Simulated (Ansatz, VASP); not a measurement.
## CdSe in VASP and in Ansatz

File POSCAR:

```
CdSe
1.0
    0.0000000000      2.8429458735      2.8429458735
    2.8429458735      0.0000000000      2.8429458735
    2.8429458735      2.8429458735      0.0000000000
Cd Se
1 1
Direct
    0.0000000000      0.0000000000      0.0000000000
    0.5000000000      0.5000000000      0.5000000000
```

INCAR.step1

```
PREC = Accurate ; ENCUT = 520
EDIFF = 1E-5 ; ISMEAR = -1
SIGMA = 0.02 ; LREAL = F
LASPH = T ; NELM = 80
ALGO = Normal ; ISIF = 2
LWAVE = T ; LCHARG = F
NBANDS = 16 ; GGA = PE
```

Contents of INCAR.step2:

```
PREC = Accurate ; ENCUT = 520
EDIFF = 1E-7 ; ISMEAR = -1
SIGMA = 0.02 ; LREAL = F
LASPH = T ; NELM = 80
ALGO = Normal ; ISIF = 2
LWAVE = F ; LCHARG = F
GGA = PE ; LHFCALC = T
HFSCREEN = 0.2079 ; PRECFOCK = Normal
NBANDS = 16 ; ISTART = 1
```

KPOINTS

```
regular mesh
0
Gamma
  4 4 4
```

Input for Ansatz:

```yaml
crystal:
  lattice:
    - [0.0, 2.8429458735, 2.8429458735]
    - [2.8429458735, 0.0, 2.8429458735]
    - [2.8429458735, 2.8429458735, 0.0]
  atoms:
    - { symbol: Cd, position: [0.0, 0.0, 0.0] }
    - { symbol: Se, position: [0.5, 0.5, 0.5] }
kpoints:
  mp_grid: { grid: [4, 4, 4] }
hamiltonian:
  xc: hse06
scf:
  occupations: { method: fermi_dirac, width: 0.02 }
  n_extra_bands: 4
output:
  forces: true
  stress: true
  eigenvalues: true
```

Alike in both runs: task single point; functional HSE06; k mesh 4 × 4 × 4; occupations fermi-dirac, width 0.02 eV; no spin polarisation.

|  | VASP | Ansatz |
| --- | --- | --- |
| version | VASP 6.6.1 | Ansatz 0.2.0 |
| potentials or method | VASP PAW PBE potentials, release 64 (Cd, Se) | plane waves, PAW |
| plane-wave cutoff (eV) | 520 | 420 |
| valence electrons in the cell | 18 | 36 |

Ansatz gave:

```
pressure (GPa) : 0.5
```

Question: Which values does VASP return?

Answer: Pressure (GPa): 0.7.

With one functional, cell and mesh, what is left measures potentials, basis and numerics. VASP's potentials hold 18 valence electrons a cell and Ansatz's 36, so a difference there can come from the potentials and not from the codes. Ansatz's warnings: stress exchange threshold loose, stress scf threshold loose.

The k mesh is coarse, so the values compare programs but aren't converged.
